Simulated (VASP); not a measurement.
Here is a VASP 6.6.1 calculation.

INCAR

```
SYSTEM = TcB
PREC = Accurate ; ENCUT = 500
EDIFF = 1E-6 ; ISMEAR = 1
SIGMA = 0.1 ; LREAL = .False.
LASPH = .True. ; NELM = 120
ALGO = Normal ; ISIF = 2
LWAVE = .False. ; LCHARG = .True.
LELF = .True. ; LVHAR = .True.
NBANDS = 15 ; GGA_COMPAT = .False.
```

Contents of KPOINTS:

```
Automatic mesh
0
Gamma
  9 9 8
  0 0 0
```

POSCAR

```
TcB
1.0
    2.9182942152      0.0000000000      0.0000000000
   -1.4591420418      2.5273160012      0.0000000000
    0.0000000000      0.0000000000      2.9843116819
Tc B
1 1
Direct
    0.0000000000      0.0000000000      0.0000000000
    0.3333333333      0.6666666667      0.5000000000
```

Potentials or basis: VASP PAW LDA potentials, release 64 (Tc_pv, B).

Launch:

```sh
$ cat potpaw_LDA.64/Tc_pv/POTCAR potpaw_LDA.64/B/POTCAR > POTCAR
$ mpirun -np 1 vasp_std > vasp.out
```

(1) What does it give for the pressure?

(2) Estimate the band gap on the k mesh.

Results:

(1) -24.7 GPa.

(2) zero (bands 8 and 9 overlap by 2.22 eV).

Caveat: the cell stands under tension.
